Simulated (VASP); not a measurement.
# Ru (P6_3/mmc) in VASP: settings compared

Aim: see how the results for Ru move with the level of theory and the settings. Levels: LDA, r2SCAN. Tasks: electric field gradients.

All numbers are computed with VASP 6.6.1; they aren't measurements. Logs are shortened: lines on timing, memory, paths and dates and some standing lists are left out, and cuts for length are marked.

**1. The cell of the first run**

The structure is hexagonal, space group P6_3/mmc (No. 194). Conventional cell: a = 2.706 Å, b = 2.706 Å, c = 4.282 Å, α = 90.00°, β = 90.00°, γ = 120.00°. Ru (site symmetry -6m2) has 12 Ru at 2.65 to 2.71 Å within 3.5 Å.

**2. Electric field gradients, LDA**

File INCAR:

```
SYSTEM = Ru
ALGO = Normal
EDIFF = 1E-8
ENCUT = 520
ISIF = 2
ISMEAR = -1
LASPH = .True.
LCHARG = .False.
LEFG = .True.
LREAL = .False.
LWAVE = .False.
NBANDS = 21
NELM = 80
PREC = Accurate
SIGMA = 0.03
```

File KPOINTS:

```
k-points
0
Gamma
  14 14 8
  0 0 0
```

File POSCAR:

```
Ru
1.0
    2.7057993342      0.0000000000      0.0000000000
   -1.3528996671      2.3432909610      0.0000000000
    0.0000000000      0.0000000000      4.2819000000
Ru
2
Direct
    0.3333333333      0.6666666667      0.2500000000
    0.6666666667      0.3333333333      0.7500000000
```

Potentials or basis: VASP PAW LDA potentials, release 64 (Ru_pv).

Run with:

```bash
> cat potpaw_LDA.64/Ru_pv/POTCAR > POTCAR
> mpirun -np 1 vasp_std > vasp.out
```

OUTCAR:

```text
SYSTEM = Ru
   EDIFF = 1E-8
   ENCUT = 520
   ISIF = 2
   ISMEAR = -1
   LASPH = .True.
   LREAL = .False.
   NELM = 80
   PREC = Accurate

 ion  position               nearest neighbor table
   1  0.333  0.667  0.250-   2 2.65   2 2.65   2 2.65   2 2.65   2 2.65   2 2.65
   2  0.667  0.333  0.750-   1 2.65   1 2.65   1 2.65   1 2.65   1 2.65   1 2.65

  LATTYP: Found a hexagonal cell.
 ALAT       =     2.7057993342
 C/A-ratio  =     1.5824898565

  Lattice vectors:

 A1 = (   2.7057993342,   0.0000000000,   0.0000000000)
 A2 = (  -1.3528996671,   2.3432909610,   0.0000000000)
 A3 = (   0.0000000000,   0.0000000000,   4.2819000000)

Analysis of symmetry for initial positions (statically):
=====================================================================
 Subroutine PRICEL returns:
 Original cell was already a primitive cell.

 Routine SETGRP: Setting up the symmetry group for a
 hexagonal supercell.

 Subroutine GETGRP returns: Found 24 space group operations
 (whereof 12 operations were pure point group operations)
 out of a pool of 24 trial point group operations.

The static configuration has the point symmetry D_3d.
 The point group associated with its full space group is D_6h.

Analysis of symmetry for dynamics (positions and initial velocities):
=====================================================================
 Subroutine PRICEL returns:
 Original cell was already a primitive cell.

 Routine SETGRP: Setting up the symmetry group for a
 hexagonal supercell.

 Subroutine GETGRP returns: Found 24 space group operations
 (whereof 12 operations were pure point group operations)
 out of a pool of 24 trial point group operations.

The dynamic configuration has the point symmetry D_3d.
 The point group associated with its full space group is D_6h.

 Subroutine INISYM returns: Found 24 space group operations
 (whereof 12 operations are pure point group operations),
 and found     1 'primitive' translations

----------------------------------------------------------------------------------------

                                     Primitive cell

  volume of cell :      27.1493

  direct lattice vectors                    reciprocal lattice vectors
     2.705799334  0.000000000  0.000000000     0.369576556  0.213375124  0.000000000
    -1.352899667  2.343290961  0.000000000     0.000000000  0.426750249  0.000000000
     0.000000000  0.000000000  4.281900000     0.000000000  0.000000000  0.233541185

  length of vectors
     2.705799334  2.705799334  4.281900000     0.426750249  0.426750249  0.233541185

  position of ions in fractional coordinates (direct lattice)
     0.333333333  0.666666667  0.250000000
     0.666666667  0.333333333  0.750000000

  ion indices of the primitive-cell ions
   primitive index   ion index
                 1           1
                 2           2

----------------------------------------------------------------------------------------

 KPOINTS: k-points

Automatic generation of k-mesh.
 Grid dimensions read from file:
 generate k-points for:   14   14    8

 Generating k-lattice:

  Cartesian coordinates                     Fractional coordinates (reciprocal lattice)
     0.026398325  0.015241080  0.000000000     0.071428571  0.000000000  0.000000000
     0.000000000  0.030482161  0.000000000     0.000000000  0.071428571  0.000000000
     0.000000000  0.000000000  0.029192648     0.000000000  0.000000000  0.125000000

  Length of vectors
     0.030482161  0.030482161  0.029192648

  Shift w.r.t. Gamma in fractional coordinates (k-lattice)
     0.000000000  0.000000000  0.000000000

 Subroutine IBZKPT returns following result:
 ===========================================

 Found    120 irreducible k-points:

 Following reciprocal coordinates:
            Coordinates               Weight
  0.000000  0.000000  0.000000      1.000000
  0.071429 -0.000000  0.000000      6.000000
  0.142857  0.000000  0.000000      6.000000
  0.214286 -0.000000  0.000000      6.000000
  0.285714  0.000000  0.000000      6.000000
  0.357143 -0.000000  0.000000      6.000000
[... 16 lines left out ...]
  0.285714  0.285714  0.000000      6.000000
  0.357143  0.285714  0.000000      6.000000
 [... further k-points ...]
   k-points           NKPTS =    120   k-points in BZ     NKDIM =    120   number of bands    NBANDS=     21
   number of dos      NEDOS =    301   number of ions     NIONS =      2
   total plane-waves  NPLWV =  12800
   dimension x,y,z NGX =    20 NGY =   20 NGZ =   32
   dimension x,y,z NGXF=    40 NGYF=   40 NGZF=   64
   ions per type =               2
   NGX,Y,Z   is equivalent  to a cutoff of  12.29, 12.29, 12.42 a.u.
   NGXF,Y,Z  is equivalent  to a cutoff of  24.58, 24.58, 24.85 a.u.
 SYSTEM =  Ru
   PREC   = accura    normal or accurate (medium, high low for compatibility)
   ISTART =      0    job   : 0-new  1-cont  2-samecut
   ICHARG =      2    charge: 1-file 2-atom 10-const
   ISPIN  =      1    spin polarized calculation?
   LNONCOLLINEAR =      F non collinear calculations
   LSORBIT =      F    spin-orbit coupling
   LASPH  =      T    aspherical Exc in radial PAW
   ENCUT  =  520.0 eV  38.22 Ry    6.18 a.u.   5.03  5.03  7.96*2*pi/ulx,y,z
   NELM   =     80;   NELMIN=  2; NELMDL= -5     # of ELM steps
   EDIFF  = 0.1E-07   stopping-criterion for ELM
   LREAL  =      F    real-space projection
   EDIFFG = 0.1E-06   stopping-criterion for IOM
   NSW    =      0    number of steps for IOM
   IBRION =     -1    ionic relax: 0-MD 1-quasi-New 2-CG
   NFREE  =      0    steps in history (QN), initial steepest desc. (CG)
   ISIF   =      2    stress and relaxation
   ISYM   =      2    0-nonsym 1-usesym 2-fastsym
   POTIM  = 0.5000    time-step for ionic-motion
   TEBEG  =    0.0;   TEEND  =   0.0 temperature during run
   PSTRESS=    0.0 pullay stress
   NELECT =      28.0000    total number of electrons
   NUPDOWN=      -1.0000    fix difference up-down
   EMIN   =  10.00;   EMAX   =-10.00  energy-range for DOS
   EFERMI =   0.00;   METHOD = LEGACY
   ISMEAR =    -1;   SIGMA  =   0.03  broadening in eV -4-tet -1-fermi 0-gaus
   EFERMI_NEDOS =   21; number of points for ismear=-14 and -15
   IALGO  =     38    algorithm
   IMIX   =      4    mixing-type and parameters
     AMIX     =   0.40;   BMIX     =  1.00
     AMIX_MAG =   1.60;   BMIX_MAG =  1.00
  volume/ion in A,a.u.               =      13.57        91.61
  Fermi-wavevector in a.u.,A,eV,Ry     =   1.654022  3.125649 37.222686  2.735790
  Thomas-Fermi vector in A             =   2.742361
   LORBIT       =      0    0 simple, 1 ext, 2 COOP (PROOUT), +10 PAW based schemes
   GGA     = CA    functional components
   LHFCALC =     F    Hartree Fock is set to
   AEXX    =    0.0000 exact exchange contribution
   IVDW    =     0    specifies the selected vdW correction
   LEPSILON=     F    determine dielectric tensor
   LRPA    =     F    only Hartree local field effects (RPA)
 non-spin polarized calculation
  energy-cutoff  :      520.00
  volume of cell :       27.15
 maximum number of plane-waves:       752
 NGX is ok and might be reduce to    20
   NGX =  9   NGY =  9   NGZ = 15

 number of electron      28.0000008 magnetization

 Free energy of the ion-electron system (eV)
  ---------------------------------------------------
  ext. energy  EPLUGINS =         0.00000000
  ---------------------------------------------------
  free energy    TOTEN  =       -21.35455693 eV

  energy without entropy =      -21.34789575  energy(sigma->0) =      -21.35122634

 E-fermi :  12.6802     XC(G=0): -14.3825

 val. band max:       12.6622669142   @ k =   0.2857   0.1429   0.1250
 cond. band min:      12.6808251188   @ k =   0.0000   0.0000   0.3750
 fundamental gap:      0.0185582045
 Fermi energy:        12.6801876942

 k-point     1 :       0.0000    0.0000    0.0000
  band No.  band energies     occupation
      1     -30.7711      2.00000
      2     -29.8138      2.00000
      3     -29.8138      2.00000
      4     -29.6408      2.00000
      5     -29.6408      2.00000
      6     -29.6075      2.00000
[... 13 lines left out ...]
     20      22.6683      0.00000
     21      22.9890      0.00000
[... 529 lines left out ...]
 k-point    24 :       0.3571    0.2857    0.0000
  band No.  band energies     occupation
      1     -30.4445      2.00000
      2     -30.2587      2.00000
      3     -30.2543      2.00000
      4     -30.1280      2.00000
      5     -30.0418      2.00000
      6     -30.0339      2.00000
[... 13 lines left out ...]
     20      22.6686      0.00000
     21      22.6688      0.00000

 [... further k-points ...]

------------------------ aborting loop because EDIFF is reached ----------------------------------------

  FORCE on cell =-STRESS in cart. coord.  units (eV):
  Direction    XX          YY          ZZ          XY          YZ          ZX
  --------------------------------------------------------------------------------------
  -------------------------------------------------------------------------------------
  Total       -1.8077807     -1.8077807     -2.2033715      0.0000000      0.0000000      0.0000000
  in kB     -106.6836831   -106.6836831   -130.0289318      0.0000000      0.0000000      0.0000000
  external PRESSURE =    -114.4654326 kB  Pullay stress =       0.0000000 kB

 VOLUME and BASIS-vectors are now :
 -----------------------------------------------------------------------------
  energy-cutoff  :      520.00
  volume of cell :       27.15
      direct lattice vectors                 reciprocal lattice vectors
     2.705799334  0.000000000  0.000000000     0.369576556  0.213375124  0.000000000
    -1.352899667  2.343290961  0.000000000     0.000000000  0.426750249  0.000000000
     0.000000000  0.000000000  4.281900000     0.000000000  0.000000000  0.233541185

 POSITION                                       TOTAL-FORCE (eV/Angst)
 -----------------------------------------------------------------------------------
     -0.00000      1.56219      1.07048        -0.000000      0.000000      0.000000
      1.35290      0.78110      3.21143         0.000000     -0.000000      0.000000
 -----------------------------------------------------------------------------------
    total drift:                               -0.000000      0.000000     -0.000000

  FREE ENERGIE OF THE ION-ELECTRON SYSTEM (eV)
  ---------------------------------------------------
  free  energy   TOTEN  =       -21.3545569296 eV

  energy  without entropy=      -21.3478957477  energy(sigma->0) =      -21.35122634

 Electric field gradients (V/A^2)
---------------------------------------------------------------------
 ion       V_xx      V_yy      V_zz      V_xy      V_xz      V_yz
---------------------------------------------------------------------
   1       7.017     7.019   -14.036     0.002     0.000    -0.000
   2       7.017     7.019   -14.036     0.002    -0.000     0.000
---------------------------------------------------------------------

 Electric field gradients after diagonalization (V/A^2)
 (convention: |V_zz| > |V_xx| > |V_yy|)
----------------------------------------------------------------------
 ion       V_xx      V_yy      V_zz     asymmetry (V_yy - V_xx)/ V_zz
----------------------------------------------------------------------
   1       7.020     7.016   -14.036       0.000
   2       7.020     7.016   -14.036       0.000
----------------------------------------------------------------------

           NMR quadrupolar parameters

 Cq : quadrupolar parameter    Cq=e*Q*V_zz/h
 eta: asymmetry parameters     (V_yy - V_xx)/ V_zz
 Q  : nuclear electric quadrupole moment in mb (millibarn)
----------------------------------------------------------------------
 ion       Cq(MHz)       eta       Q (mb)
----------------------------------------------------------------------
   1      -0.034       0.000       1.000
   2      -0.034       0.000       1.000
----------------------------------------------------------------------
```

Wall time 25 s (1 thread of AMD EPYC 9R45 (Zen 5), shared host); peak memory 0.13 GiB.

Results:

- Free energy: -21.3546 eV
- Pressure: -11.4 GPa
- Band gap on the k mesh: zero (band 14 reaches 14.33 eV, above the bottom of band 15 at 11.18 eV)

Electric field gradients, principal values (V/Å²):
| atom | least | middle | greatest (by size) |
| --- | --- | --- | --- |
| 1 Ru | 7.016 | 7.020 | -14.036 |
| 2 Ru | 7.016 | 7.020 | -14.036 |

Caveat: without QUAD_EFG the Cq values of the log hold for a quadrupole moment of 1 mb, not for the nuclei.

(Part 1 of 2 ends here.)
